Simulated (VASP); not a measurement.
Set up this calculation in VASP 6.6.1, as the native input.

* Task: single point
* Functional: PBE
* Potentials or basis: VASP PAW PBE potentials, release 64 (Cu)
* Cutoff: 520 eV
* k mesh: 24 × 24 × 24
* Occupations: gaussian, width 0.15 eV
* Spin: no spin polarisation
* Dipole correction: no
* Further INCAR settings: ALGO = Normal; EDIFF = 1e-06; NBANDS = 12

The structure of Cu lies in POSCAR:

```
Cu
1.0
   -1.4088393978      1.4088393978      1.2695051814
    1.4088393978     -1.4088393978      1.2695051814
    1.4088393978      1.4088393978     -1.2695051814
Cu
1
Direct
    0.0000000000      0.0000000000      0.0000000000
```

One way to write it, as run:

INCAR

```
SYSTEM = Cu
PREC = Accurate
ENCUT = 520
EDIFF = 1E-6
ISMEAR = 0
SIGMA = 0.15
LREAL = .FALSE.
LASPH = .TRUE.
NELM = 100
ALGO = Normal
ISIF = 2
LWAVE = .FALSE.
LCHARG = .FALSE.
GGA = PE
NBANDS = 12
```

KPOINTS

```
Automatic mesh
0
G
  24 24 24
  0 0 0
```

Potentials or basis: VASP PAW PBE potentials, release 64 (Cu).

Command:

```console
$ cat potpaw_PBE.64/Cu/POTCAR > POTCAR
$ mpirun -np 1 vasp_std > vasp.out
```

Results of the run:

```json
{"Pressure": "38.5 GPa", "Band gap on the k mesh": "zero (an odd number of electrons rules out a gap without spin polarisation)"}
```

Caveat: the cell stands under pressure.

Run time: 2.7 min on 1 thread of Intel(R) Xeon(R) Platinum 8259CL CPU @ 2.50GHz (Skylake/Cascade Lake), with other jobs on the host, peak memory 0.23 GiB.
